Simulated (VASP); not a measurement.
# PbS (F-43m) in VASP: further runs

The runs below take PbS through single point, with PBE, LDA, r2SCAN, HSE06.

Everything below comes from runs of VASP 6.6.1. Logs are shortened: lines on timing, memory, paths and dates and some standing lists are left out, and cuts for length are marked.

**1. The cell of the first run**

The structure is cubic, space group F-43m (No. 216). Conventional cell: a = 6.602 Å, b = 6.602 Å, c = 6.602 Å, α = 90.00°, β = 90.00°, γ = 90.00°. Pb (site symmetry -43m) has 4 S at 2.86 Å within 3.8 Å. S (site symmetry -43m) has 4 Pb at 2.86 Å within 3.8 Å.

**2. Single point, PBE**

Input file INCAR:

```
PREC = Accurate
ENCUT = 520
EDIFF = 1E-6
ISMEAR = 0
SIGMA = 0.01
LREAL = F
LASPH = T
NELM = 100
ALGO = Normal
ISIF = 2
LWAVE = F
LCHARG = F
GGA = PE
NBANDS = 17
```

Input file KPOINTS:

```
Automatic mesh
0
Gamma
  4 4 4
```

Input file POSCAR:

```
PbS
1.0
    0.0000000000      3.3009775006      3.3009775006
    3.3009775006      0.0000000000      3.3009775006
    3.3009775006      3.3009775006      0.0000000000
Pb S
1 1
Direct
    0.0000000000      0.0000000000      0.0000000000
    0.2500000000      0.2500000000      0.2500000000
```

Potentials or basis: VASP PAW PBE potentials, release 64 (Pb_d, S).

Launch:

```sh
$ cat potpaw_PBE.64/Pb_d/POTCAR potpaw_PBE.64/S/POTCAR > POTCAR
$ mpirun -np 1 vasp_std > vasp.out
```

OUTCAR:

```text
PREC = Accurate
   ENCUT = 520
   EDIFF = 1E-6
   ISMEAR = 0
   LREAL = F
   LASPH = T
   NELM = 100
   ISIF = 2
   GGA = PE

 ion  position               nearest neighbor table
   1  0.000  0.000  0.000-   2 2.86   2 2.86   2 2.86   2 2.86
   2  0.250  0.250  0.250-   1 2.86   1 2.86   1 2.86   1 2.86

  LATTYP: Found a face centered cubic cell.
 ALAT       =     6.6019550012

  Lattice vectors:

 A1 = (   0.0000000000,   3.3009775006,   3.3009775006)
 A2 = (   3.3009775006,   0.0000000000,   3.3009775006)
 A3 = (   3.3009775006,   3.3009775006,   0.0000000000)

Analysis of symmetry for initial positions (statically):
=====================================================================
 Subroutine PRICEL returns:
 Original cell was already a primitive cell.

 Routine SETGRP: Setting up the symmetry group for a
 face centered cubic supercell.

 Subroutine GETGRP returns: Found 24 space group operations
 (whereof 24 operations were pure point group operations)
 out of a pool of 48 trial point group operations.

The static configuration has the point symmetry T_d .

Analysis of symmetry for dynamics (positions and initial velocities):
=====================================================================
 Subroutine PRICEL returns:
 Original cell was already a primitive cell.

 Routine SETGRP: Setting up the symmetry group for a
 face centered cubic supercell.

 Subroutine GETGRP returns: Found 24 space group operations
 (whereof 24 operations were pure point group operations)
 out of a pool of 48 trial point group operations.

The dynamic configuration has the point symmetry T_d .

 Subroutine INISYM returns: Found 24 space group operations
 (whereof 24 operations are pure point group operations),
 and found     1 'primitive' translations

----------------------------------------------------------------------------------------

                                     Primitive cell

  volume of cell :      71.9379

  direct lattice vectors                    reciprocal lattice vectors
     0.000000000  3.300977501  3.300977501    -0.151470284  0.151470284  0.151470284
     3.300977501  0.000000000  3.300977501     0.151470284 -0.151470284  0.151470284
     3.300977501  3.300977501  0.000000000     0.151470284  0.151470284 -0.151470284

  length of vectors
     4.668287150  4.668287150  4.668287150     0.262354228  0.262354228  0.262354228

  position of ions in fractional coordinates (direct lattice)
     0.000000000  0.000000000  0.000000000
     0.250000000  0.250000000  0.250000000

  ion indices of the primitive-cell ions
[... 59 lines left out ...]
   LREAL  =      F    real-space projection
   EDIFFG = 0.1E-04   stopping-criterion for IOM
   NSW    =      0    number of steps for IOM
   IBRION =     -1    ionic relax: 0-MD 1-quasi-New 2-CG
   NFREE  =      0    steps in history (QN), initial steepest desc. (CG)
   ISIF   =      2    stress and relaxation
   ISYM   =      2    0-nonsym 1-usesym 2-fastsym
   POTIM  = 0.5000    time-step for ionic-motion
   TEBEG  =    0.0;   TEEND  =   0.0 temperature during run
   PSTRESS=    0.0 pullay stress
   NELECT =      20.0000    total number of electrons
   NUPDOWN=      -1.0000    fix difference up-down
   EMIN   =  10.00;   EMAX   =-10.00  energy-range for DOS
   EFERMI =   0.00;   METHOD = LEGACY
   ISMEAR =     0;   SIGMA  =   0.01  broadening in eV -4-tet -1-fermi 0-gaus
   EFERMI_NEDOS =   21; number of points for ismear=-14 and -15
   IALGO  =     38    algorithm
   IMIX   =      4    mixing-type and parameters
     AMIX     =   0.40;   BMIX     =  1.00
     AMIX_MAG =   1.60;   BMIX_MAG =  1.00
  volume/ion in A,a.u.               =      35.97       242.73
  Fermi-wavevector in a.u.,A,eV,Ry     =   1.068478  2.019131 15.533028  1.141645
  Thomas-Fermi vector in A             =   2.204127
   LORBIT       =      0    0 simple, 1 ext, 2 COOP (PROOUT), +10 PAW based schemes
   GGA     = PE    functional components
   LHFCALC =     F    Hartree Fock is set to
   AEXX    =    0.0000 exact exchange contribution
   IVDW    =     0    specifies the selected vdW correction
   LEPSILON=     F    determine dielectric tensor
   LRPA    =     F    only Hartree local field effects (RPA)
 non-spin polarized calculation
 Gauss-broadening in eV      SIGMA  =   0.01
  energy-cutoff  :      520.00
  volume of cell :       71.94
 maximum number of plane-waves:      1964
 NGX is ok and might be reduce to    36
   NGX = 17   NGY = 17   NGZ = 17

 number of electron      19.9999996 magnetization

 Free energy of the ion-electron system (eV)
  ---------------------------------------------------
  ext. energy  EPLUGINS =         0.00000000
  ---------------------------------------------------
  free energy    TOTEN  =        -8.41054645 eV

  energy without entropy =       -8.41054645  energy(sigma->0) =       -8.41054645

 E-fermi :   2.9303     XC(G=0):  -7.9241

 val. band max:        2.8712255070   @ k =  -0.2500   0.5000   0.2500
 cond. band min:       3.6740613922   @ k =   0.5000   0.5000   0.0000
 fundamental gap:      0.8028358853
 Fermi energy:         2.9303466683

 k-point     1 :       0.0000    0.0000    0.0000
  band No.  band energies     occupation
      1     -13.7756      2.00000
      2     -13.7756      2.00000
      3     -13.7756      2.00000
      4     -13.7395      2.00000
      5     -13.7395      2.00000
      6      -9.7457      2.00000
[... 137 lines left out ...]
      4     -13.7425      2.00000
      5     -13.7347      2.00000
      6      -8.7205      2.00000
[... 9 lines left out ...]
     16      12.4659      0.00000
     17      12.5595      0.00000

------------------------ aborting loop because EDIFF is reached ----------------------------------------

  FORCE on cell =-STRESS in cart. coord.  units (eV):
  Direction    XX          YY          ZZ          XY          YZ          ZX
  --------------------------------------------------------------------------------------
  -------------------------------------------------------------------------------------
  Total        0.2943733      0.2943733      0.2943733     -0.0000000      0.0000000      0.0000000
  in kB        6.5561861      6.5561861      6.5561861     -0.0000000      0.0000000      0.0000000
  external PRESSURE =       6.5561861 kB  Pullay stress =       0.0000000 kB

 VOLUME and BASIS-vectors are now :
 -----------------------------------------------------------------------------
  energy-cutoff  :      520.00
  volume of cell :       71.94
      direct lattice vectors                 reciprocal lattice vectors
     0.000000000  3.300977501  3.300977501    -0.151470284  0.151470284  0.151470284
     3.300977501  0.000000000  3.300977501     0.151470284 -0.151470284  0.151470284
     3.300977501  3.300977501  0.000000000     0.151470284  0.151470284 -0.151470284

 POSITION                                       TOTAL-FORCE (eV/Angst)
 -----------------------------------------------------------------------------------
      0.00000      0.00000      0.00000        -0.000000     -0.000000     -0.000000
      1.65049      1.65049      1.65049         0.000000      0.000000      0.000000
 -----------------------------------------------------------------------------------
    total drift:                                0.000000      0.000000      0.000000

  FREE ENERGIE OF THE ION-ELECTRON SYSTEM (eV)
  ---------------------------------------------------
  free  energy   TOTEN  =        -8.4105464455 eV

  energy  without entropy=       -8.4105464455  energy(sigma->0) =       -8.41054645
```

OSZICAR:

```text
N       E                     dE             d eps       ncg     rms          rms(c)
DAV:   1     0.160142383787E+03    0.16014E+03   -0.92987E+03   272   0.112E+03
DAV:   2     0.589728493503E+01   -0.15425E+03   -0.14916E+03   289   0.293E+02
DAV:   3    -0.858584057274E+01   -0.14483E+02   -0.14387E+02   340   0.967E+01
DAV:   4    -0.909723558224E+01   -0.51140E+00   -0.51063E+00   350   0.201E+01
DAV:   5    -0.911390734820E+01   -0.16672E-01   -0.16671E-01   402   0.372E+00    0.494E+00
DAV:   6    -0.840430021401E+01    0.70961E+00   -0.21809E+00   410   0.903E+00    0.377E+00
DAV:   7    -0.840488543359E+01   -0.58522E-03   -0.18337E-01   314   0.204E+00    0.192E+00
DAV:   8    -0.840888616599E+01   -0.40007E-02   -0.17860E-02   313   0.145E+00    0.176E-01
DAV:   9    -0.840974381799E+01   -0.85765E-03   -0.56761E-03   368   0.514E-01    0.203E-01
DAV:  10    -0.841039614816E+01   -0.65233E-03   -0.84917E-04   315   0.209E-01    0.482E-02
DAV:  11    -0.841052681914E+01   -0.13067E-03   -0.22854E-04   323   0.130E-01    0.397E-02
DAV:  12    -0.841054498841E+01   -0.18169E-04   -0.37979E-05   302   0.586E-02    0.806E-03
DAV:  13    -0.841054608528E+01   -0.10969E-05   -0.22845E-06   355   0.141E-02    0.267E-03
DAV:  14    -0.841054644546E+01   -0.36018E-06   -0.81807E-07   227   0.442E-03
   1 F= -.84105464E+01 E0= -.84105464E+01  d E =-.349503E-18
```

Wall time 6.4 s (1 thread of Intel Xeon 6975P-C (Granite Rapids), shared host); peak memory 0.2 GiB.

Results:

```
Free energy            : -8.4105 eV
Pressure               : 0.7 GPa
Band gap on the k mesh : 0.80 eV, indirect (least direct gap 1.27 eV)
```

Caveat: spin-orbit coupling is left out, which moves the levels of the heavy elements. A k mesh can miss the band edges.

**3. Single point, LDA**

Input file INCAR:

```
SYSTEM = PbS
PREC = Accurate
ENCUT = 520
EDIFF = 1E-7
ISMEAR = 0
SIGMA = 0.01
LREAL = .FALSE.
LASPH = .TRUE.
NELM = 60
ALGO = Normal
ISIF = 2
LWAVE = .FALSE.
LCHARG = .TRUE.
LELF = .TRUE.
LVHAR = .TRUE.
NBANDS = 17
```

Input file KPOINTS:

```
Automatic mesh
0
G
  4 4 4
  0 0 0
```

POSCAR is that of step 2.

Potentials or basis: VASP PAW LDA potentials, release 64 (Pb_d, S).

Launch:

```sh
$ cat potpaw_LDA.64/Pb_d/POTCAR potpaw_LDA.64/S/POTCAR > POTCAR
$ mpirun -np 1 vasp_std > vasp.out
```

Wall time 5.1 s (1 thread of Intel Xeon 6975P-C (Granite Rapids), shared host); peak memory 0.17 GiB.

Results (log left out):

| Quantity | Value |
| --- | --- |
| Free energy | -9.3685 eV |
| Pressure | -2.2 GPa |
| Band gap on the k mesh | 0.60 eV, indirect (least direct gap 1.10 eV) |

Levels at points of the mesh, in eV from the valence-band top:
| k point | band 8 | band 9 | band 10 | band 11 | band 12 | band 13 |
| --- | --- | --- | --- | --- | --- | --- |
| (0.00, 0.00, 0.00) | -1.73 | -1.73 | -1.73 | 2.37 | 2.37 | 2.37 |
| (0.50, 0.00, 0.00) | -2.25 | -2.25 | -2.00 | 3.08 | 3.08 | 3.45 |
| (0.50, 0.50, 0.00) | -2.96 | -2.96 | -0.50 | 0.60 | 4.98 | 4.98 |

Caveat: spin-orbit coupling is left out, which moves the levels of the heavy elements.

**4. Single point, PBE**

Input file INCAR:

```
SYSTEM = PbS
  PREC = Accurate
  ENCUT = 520
  EDIFF = 1E-7
  ISMEAR = 0
  SIGMA = 0.01
  LREAL = .False.
  LASPH = .True.
  NELM = 100
  ALGO = Normal
  ISIF = 2
  LWAVE = .False.
  LCHARG = .True.
  GGA = PE
  LELF = .True.
  LVHAR = .True.
  NBANDS = 17
```

Input file KPOINTS:

```
regular mesh
0
Gamma
  4 4 4
  0 0 0
```

POSCAR is that of step 3.

Potentials or basis: VASP PAW PBE potentials, release 64 (Pb_d, S).

Launch:

```sh
$ cat potpaw_PBE.64/Pb_d/POTCAR potpaw_PBE.64/S/POTCAR > POTCAR
$ mpirun -np 1 vasp_std > vasp.out
```

OUTCAR:

```text
SYSTEM = PbS
   PREC = Accurate
   ENCUT = 520
   EDIFF = 1E-7
   ISMEAR = 0
   LREAL = .False.
   LASPH = .True.
   NELM = 100
   ISIF = 2
   GGA = PE

 ion  position               nearest neighbor table
   1  0.000  0.000  0.000-   2 2.86   2 2.86   2 2.86   2 2.86
   2  0.250  0.250  0.250-   1 2.86   1 2.86   1 2.86   1 2.86

  LATTYP: Found a face centered cubic cell.
 ALAT       =     6.6019550012

  Lattice vectors:

 A1 = (   0.0000000000,   3.3009775006,   3.3009775006)
[... 327 lines left out ...]

------------------------ aborting loop because EDIFF is reached ----------------------------------------

  FORCE on cell =-STRESS in cart. coord.  units (eV):
  Direction    XX          YY          ZZ          XY          YZ          ZX
  --------------------------------------------------------------------------------------
  -------------------------------------------------------------------------------------
  Total        0.2942487      0.2942487      0.2942487     -0.0000000      0.0000000      0.0000000
  in kB        6.5534108      6.5534108      6.5534108     -0.0000000      0.0000000      0.0000000
  external PRESSURE =       6.5534108 kB  Pullay stress =       0.0000000 kB

 VOLUME and BASIS-vectors are now :
 -----------------------------------------------------------------------------
  energy-cutoff  :      520.00
  volume of cell :       71.94
      direct lattice vectors                 reciprocal lattice vectors
     0.000000000  3.300977501  3.300977501    -0.151470284  0.151470284  0.151470284
     3.300977501  0.000000000  3.300977501     0.151470284 -0.151470284  0.151470284
     3.300977501  3.300977501  0.000000000     0.151470284  0.151470284 -0.151470284

 POSITION                                       TOTAL-FORCE (eV/Angst)
 -----------------------------------------------------------------------------------
      0.00000      0.00000      0.00000         0.000000     -0.000000      0.000000
      1.65049      1.65049      1.65049        -0.000000      0.000000     -0.000000
 -----------------------------------------------------------------------------------
    total drift:                                0.000000      0.000000      0.000000

  FREE ENERGIE OF THE ION-ELECTRON SYSTEM (eV)
  ---------------------------------------------------
  free  energy   TOTEN  =        -8.4105465119 eV

  energy  without entropy=       -8.4105465119  energy(sigma->0) =       -8.41054651
```

It took 7.2 s on 1 thread of Intel Xeon 6975P-C (Granite Rapids), shared host; peak memory 0.2 GiB.

What came out:

| Property | Result |
| --- | --- |
| Free energy | -8.4105 eV |
| Pressure | 0.7 GPa |
| Band gap on the k mesh | 0.80 eV, indirect (least direct gap 1.27 eV) |

Caveat: spin-orbit coupling is left out, which moves the levels of the heavy elements. A k mesh can miss the band edges.

(Part 1 of 2 ends here.)
